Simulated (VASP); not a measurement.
# Cs (Im-3m) in VASP: a series of runs

Runs on Cs. Level: PBEsol. Tasks: single point, relaxation of cell and atoms.

Everything below comes from runs of VASP 6.6.1. Logs are shortened: lines on timing, memory, paths and dates and some standing lists are left out, and cuts for length are marked.

### 1 The cell of the first run

The structure is cubic, space group Im-3m (No. 229). Conventional cell: a = 5.993 Å, b = 5.993 Å, c = 5.993 Å, α = 90.00°, β = 90.00°, γ = 90.00°.

### 2 Single point, PBEsol

Contents of INCAR:

```
SYSTEM = Cs
PREC     = Accurate       ! precision mode
ENCUT    = 500            ! plane-wave cutoff, eV
EDIFF    = 1E-6           ! SCF threshold, eV
ISMEAR   = -1             ! smearing method
SIGMA    = 0.1            ! smearing width, eV
LREAL    = .FALSE.        ! projectors in reciprocal space
LASPH    = .TRUE.         ! aspherical terms in the spheres
NELM     = 120            ! most SCF steps
ALGO     = Normal         ! electronic algorithm
ISIF     = 2              ! what is computed and relaxed
LWAVE    = .FALSE.        ! write WAVECAR
LCHARG   = .FALSE.        ! write CHGCAR
GGA      = PS             ! functional
NBANDS   = 10             ! bands
GGA_COMPAT= .FALSE.
```

Contents of KPOINTS:

```
regular mesh
0
G
  5 5 5
  0 0 0
```

Contents of POSCAR:

```
Cs
1.0
    2.9965143890      2.9965143890      2.9965143890
   -2.9965143890      2.9965143890      2.9965143890
   -2.9965143890     -2.9965143890      2.9965143890
Cs
1
Direct
    0.0000000000      0.0000000000      0.0000000000
```

Potentials or basis: VASP PAW PBE potentials, release 64 (Cs_sv).

Launch:

```bash
$ cat potpaw_PBE.64/Cs_sv/POTCAR > POTCAR
$ mpirun -np 1 vasp_std > vasp.out
```

OUTCAR:

```text
SYSTEM = Cs
   PREC = Accurate
   ENCUT = 500
   EDIFF = 1E-6
   ISMEAR = -1
   LREAL = .FALSE.
   LASPH = .TRUE.
   NELM = 120
   ISIF = 2
   GGA = PS

 ion  position               nearest neighbor table
   1  0.000  0.000  0.000-

  LATTYP: Found a body centered cubic cell.
 ALAT       =     5.9930287780

  Lattice vectors:

 A1 = (   2.9965143890,  -2.9965143890,  -2.9965143890)
 A2 = (   2.9965143890,   2.9965143890,   2.9965143890)
 A3 = (  -2.9965143890,  -2.9965143890,   2.9965143890)

Analysis of symmetry for initial positions (statically):
=====================================================================
 Subroutine PRICEL returns:
 Original cell was already a primitive cell.

 Routine SETGRP: Setting up the symmetry group for a
 body centered cubic supercell.

 Subroutine GETGRP returns: Found 48 space group operations
 (whereof 48 operations were pure point group operations)
 out of a pool of 48 trial point group operations.

The static configuration has the point symmetry O_h .

Analysis of symmetry for dynamics (positions and initial velocities):
=====================================================================
 Subroutine PRICEL returns:
 Original cell was already a primitive cell.

 Routine SETGRP: Setting up the symmetry group for a
 body centered cubic supercell.

 Subroutine GETGRP returns: Found 48 space group operations
 (whereof 48 operations were pure point group operations)
 out of a pool of 48 trial point group operations.

The dynamic configuration has the point symmetry O_h .

 Subroutine INISYM returns: Found 48 space group operations
 (whereof 48 operations are pure point group operations),
 and found     1 'primitive' translations

----------------------------------------------------------------------------------------

                                     Primitive cell

  volume of cell :     107.6240

  direct lattice vectors                    reciprocal lattice vectors
     2.996514389  2.996514389  2.996514389     0.166860537  0.000000000  0.166860537
    -2.996514389  2.996514389  2.996514389    -0.166860537  0.166860537  0.000000000
    -2.996514389 -2.996514389  2.996514389     0.000000000 -0.166860537  0.166860537

  length of vectors
     5.190115167  5.190115167  5.190115167     0.235976434  0.235976434  0.235976434

  position of ions in fractional coordinates (direct lattice)
     0.000000000  0.000000000  0.000000000
[... 64 lines left out ...]
   NSW    =      0    number of steps for IOM
   IBRION =     -1    ionic relax: 0-MD 1-quasi-New 2-CG
   NFREE  =      0    steps in history (QN), initial steepest desc. (CG)
   ISIF   =      2    stress and relaxation
   ISYM   =      2    0-nonsym 1-usesym 2-fastsym
   POTIM  = 0.5000    time-step for ionic-motion
   TEBEG  =    0.0;   TEEND  =   0.0 temperature during run
   PSTRESS=    0.0 pullay stress
   NELECT =       9.0000    total number of electrons
   NUPDOWN=      -1.0000    fix difference up-down
   EMIN   =  10.00;   EMAX   =-10.00  energy-range for DOS
   EFERMI =   0.00;   METHOD = LEGACY
   ISMEAR =    -1;   SIGMA  =   0.10  broadening in eV -4-tet -1-fermi 0-gaus
   EFERMI_NEDOS =   21; number of points for ismear=-14 and -15
   IALGO  =     38    algorithm
   IMIX   =      4    mixing-type and parameters
     AMIX     =   0.40;   BMIX     =  1.00
     AMIX_MAG =   1.60;   BMIX_MAG =  1.00
  volume/ion in A,a.u.               =     107.62       726.28
  Fermi-wavevector in a.u.,A,eV,Ry     =   0.715900  1.352856  6.973169  0.512513
  Thomas-Fermi vector in A             =   1.804181
   LORBIT       =      0    0 simple, 1 ext, 2 COOP (PROOUT), +10 PAW based schemes
   GGA     = PS    functional components
   LHFCALC =     F    Hartree Fock is set to
   AEXX    =    0.0000 exact exchange contribution
   IVDW    =     0    specifies the selected vdW correction
   LEPSILON=     F    determine dielectric tensor
   LRPA    =     F    only Hartree local field effects (RPA)
 non-spin polarized calculation
  energy-cutoff  :      500.00
  volume of cell :      107.62
 maximum number of plane-waves:      2747
 NGX is ok and might be reduce to    40
   NGX = 19   NGY = 19   NGZ = 19

 number of electron       8.9999998 magnetization

 Free energy of the ion-electron system (eV)
  ---------------------------------------------------
  ext. energy  EPLUGINS =         0.00000000
  ---------------------------------------------------
  free energy    TOTEN  =        -0.96943993 eV

  energy without entropy =       -0.93412379  energy(sigma->0) =       -0.95178186

 E-fermi :   0.5548     XC(G=0):  -5.6520

 val. band max:        0.2640997281   @ k =   0.4000   0.0000   0.0000
 cond. band min:       0.6356787314   @ k =   0.4000   0.2000   0.2000
 fundamental gap:      0.3715790033
 Fermi energy:         0.5548266679

 k-point     1 :       0.0000    0.0000    0.0000
  band No.  band energies     occupation
      1     -23.2695      2.00000
      2      -9.9775      2.00000
      3      -9.9775      2.00000
      4      -9.9775      2.00000
      5      -1.2129      2.00000
      6       3.0778      0.00000
      7       3.0778      0.00000
      8       3.0778      0.00000
      9       3.9999      0.00000
     10       3.9999      0.00000
[... 105 lines left out ...]
 k-point    10 :       0.4000    0.4000    0.4000
  band No.  band energies     occupation
      1     -23.2545      2.00000
      2     -10.0986      2.00000
      3     -10.0877      2.00000
      4     -10.0877      2.00000
      5       1.0934      0.00912
      6       1.2905      0.00128
      7       3.2675      0.00000
      8       3.3479      0.00000
      9       3.3479      0.00000
     10       4.8376      0.00000

------------------------ aborting loop because EDIFF is reached ----------------------------------------

  FORCE on cell =-STRESS in cart. coord.  units (eV):
  Direction    XX          YY          ZZ          XY          YZ          ZX
  --------------------------------------------------------------------------------------
  -------------------------------------------------------------------------------------
  Total       -0.0016178     -0.0016178     -0.0016178      0.0000000      0.0000000      0.0000000
  in kB       -0.0240836     -0.0240836     -0.0240836      0.0000000      0.0000000      0.0000000
  external PRESSURE =      -0.0240836 kB  Pullay stress =       0.0000000 kB

 VOLUME and BASIS-vectors are now :
 -----------------------------------------------------------------------------
  energy-cutoff  :      500.00
  volume of cell :      107.62
      direct lattice vectors                 reciprocal lattice vectors
     2.996514389  2.996514389  2.996514389     0.166860537  0.000000000  0.166860537
    -2.996514389  2.996514389  2.996514389    -0.166860537  0.166860537  0.000000000
    -2.996514389 -2.996514389  2.996514389     0.000000000 -0.166860537  0.166860537

 POSITION                                       TOTAL-FORCE (eV/Angst)
 -----------------------------------------------------------------------------------
      0.00000      0.00000      0.00000         0.000000      0.000000     -0.000000
 -----------------------------------------------------------------------------------
    total drift:                                0.000000     -0.000000     -0.000000

  FREE ENERGIE OF THE ION-ELECTRON SYSTEM (eV)
  ---------------------------------------------------
  free  energy   TOTEN  =        -0.9694399313 eV

  energy  without entropy=       -0.9341237882  energy(sigma->0) =       -0.95178186
```

OSZICAR:

```text
N       E                     dE             d eps       ncg     rms          rms(c)
DAV:   1     0.478696577646E+02    0.47870E+02   -0.30571E+03   200   0.628E+02
DAV:   2     0.307890507747E+01   -0.44791E+02   -0.43791E+02   270   0.106E+02
DAV:   3    -0.920858666774E+00   -0.39998E+01   -0.39975E+01   234   0.369E+01
DAV:   4    -0.969308975708E+00   -0.48450E-01   -0.48447E-01   234   0.465E+00
DAV:   5    -0.969555163152E+00   -0.24619E-03   -0.24619E-03   258   0.305E-01    0.132E-01
DAV:   6    -0.969207983274E+00    0.34718E-03   -0.12450E-03   266   0.170E-01    0.905E-02
DAV:   7    -0.969377991038E+00   -0.17001E-03   -0.29818E-03   236   0.278E-01    0.342E-02
DAV:   8    -0.969439175376E+00   -0.61184E-04   -0.95775E-05   220   0.668E-02    0.512E-03
DAV:   9    -0.969440473834E+00   -0.12985E-05   -0.36583E-06   302   0.100E-02    0.304E-03
DAV:  10    -0.969439931296E+00    0.54254E-06   -0.67038E-07   120   0.445E-03
   1 F= -.96943993E+00 E0= -.95178186E+00  d E =-.353161E-01
```

stdout:

```text
POSCAR found type information on POSCAR Cs
 POSCAR found :  1 types and       1 ions
 scaLAPACK will be used
 -----------------------------------------------------------------------------
|                                                                             |
|                                                                             |
|     You enforced a specific xc type in the INCAR file but a different       |
|     I HOPE YOU KNOW WHAT YOU ARE DOING!                                     |
|                                                                             |
 -----------------------------------------------------------------------------

 LDA part: xc-table for (Slater+PW92), standard interpolation
 POSCAR, INCAR and KPOINTS ok, starting setup
 FFT: planning ... GRIDC
 FFT: planning ... GRID_SOFT
 FFT: planning ... GRID
 WAVECAR not read
 entering main loop
```

Wall time 5.7 s (1 thread of AMD EPYC 9R45 (Zen 5), shared host); peak memory 0.19 GiB.

Results:

- Free energy: -0.9694 eV
- Pressure: 0.0 GPa
- Band gap on the k mesh: zero (an odd number of electrons rules out a gap without spin polarisation)

Levels at points of the mesh, in eV from the Fermi level:
```tsv
k point	band 1	band 2	band 3	band 4	band 5	band 6	band 7	band 8	band 9
(0.00, 0.00, 0.00)	-23.82	-10.53	-10.53	-10.53	-1.77	2.52	2.52	2.52	3.45
```

Caveat: the PAW data sets were made with another functional, which shifts forces and pressure a little; spin-orbit coupling is left out, which moves the levels of the heavy elements.

### 3 Relaxation of cell and atoms, PBEsol

This run uses another cell than the first one, of 111.82 Å³/atom.

Contents of INCAR:

```
PREC = Accurate
ENCUT = 500
EDIFF = 1E-7
ISMEAR = -1
SIGMA = 0.1
LREAL = F
LASPH = T
NELM = 120
ALGO = Normal
ISIF = 3
LWAVE = F
LCHARG = F
GGA = PS
IBRION = 2
NSW = 80
EDIFFG = -0.02
GGA_COMPAT = F
NELMIN = 4
```

Contents of KPOINTS:

```
regular mesh
0
Gamma
  5 5 5
```

Contents of POSCAR:

```
Cs
1.0
    3.0350000000      3.0350000000      3.0350000000
   -3.0350000000      3.0350000000      3.0350000000
   -3.0350000000     -3.0350000000      3.0350000000
Cs
1
Direct
    0.0000000000      0.0000000000      0.0000000000
```

Potentials or basis: VASP PAW PBE potentials, release 64 (Cs_sv).

Launch:

```bash
$ cat potpaw_PBE.64/Cs_sv/POTCAR > POTCAR
$ mpirun -np 1 vasp_std > vasp.out
```

It took 14 s on 1 thread of AMD EPYC 9R45 (Zen 5), shared host; peak memory 0.2 GiB.

It converged, with:

```yaml
Free_energy: -0.9696 eV
Relaxed_volume: 108.38 Å³/atom
Relaxed_cell: a = 5.202 Å, b = 5.202 Å, c = 5.202 Å, α = 70.53°, β = 109.47°, γ = 70.53°
Space_group_after_relaxing_to_0.1_Å: Im-3m (No. 229)
Energy_gained_by_relaxing: 1.0 meV/atom
Ionic_steps: 3
Pressure_after_relaxing: 0.0 GPa
Band_gap_on_the_k_mesh: zero (an odd number of electrons rules out a gap without spin polarisation)
```

The path:
```csv
step,energy change (eV),largest force (eV/Å),pressure (GPa),volume (Å³)
1,0.0000,0.0000,-0.08,111.82
2,-0.0004,0.0000,-0.06,110.96
3,-0.0010,0.0000,-0.02,108.38
```

Final structure:
```cif
data_structure
_symmetry_space_group_name_H-M 'P 1'
_symmetry_Int_Tables_number 1
_cell_length_a 5.2022
_cell_length_b 5.2022
_cell_length_c 5.2022
_cell_angle_alpha 70.529
_cell_angle_beta 109.471
_cell_angle_gamma 70.529
_cell_volume 108.38
loop_
_atom_site_label
_atom_site_type_symbol
_atom_site_fract_x
_atom_site_fract_y
_atom_site_fract_z
_atom_site_occupancy
Cs1 Cs 0.00000 0.00000 0.00000 1
```

Levels at points of the mesh, in eV from the Fermi level:
```
           k point  band 1  band 2  band 3  band 4  band 5  band 6  band 7  band 8
(0.00, 0.00, 0.00)  -23.83  -10.54  -10.54  -10.54   -1.76    2.52    2.52    2.52
```

Caveat: the PAW data sets were made with another functional, which shifts forces and pressure a little; spin-orbit coupling is left out, which moves the levels of the heavy elements.

The gap in the log of VASP goes by the Fermi energy; the results here count the filled bands.